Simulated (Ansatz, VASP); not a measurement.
# Os: VASP beside Ansatz

```
CELL_PARAMETERS angstrom
0.00000 1.94500 1.94500
1.94500 0.00000 1.94500
1.94500 1.94500 0.00000
ATOMIC_POSITIONS crystal
Os 0.00000 0.00000 0.00000
```

Alike in both runs: functional r2SCAN; dispersion rVV10; k mesh 12 × 12 × 12; non-collinear spin, spin-orbit coupling.

```csv
,VASP,Ansatz
version,VASP 6.6.1,Ansatz 0.2.0
potentials or method,"VASP PAW PBE potentials, release 64 (Os)",PseudoDojo standard (PBE files)
plane-wave cutoff (eV),520,1007
occupations,"methfessel-paxton of order 1, width 0.05 eV","cold, width 0.05 eV"
valence electrons in the cell,8,16
task,single point,density of states
```

|  | VASP | Ansatz | Ansatz less VASP |
| --- | --- | --- | --- |
| net moment per atom (μB) | 0.00 | 0.00 | 0.000 |

VASP's potentials were made for PBE, not for r2SCAN. VASP's potentials hold 8 valence electrons a cell and Ansatz's 16, so a difference there can come from the potentials and not from the codes.

Noted on Ansatz's run: the rVV10 pressure on norm-conserving files is uncertain.
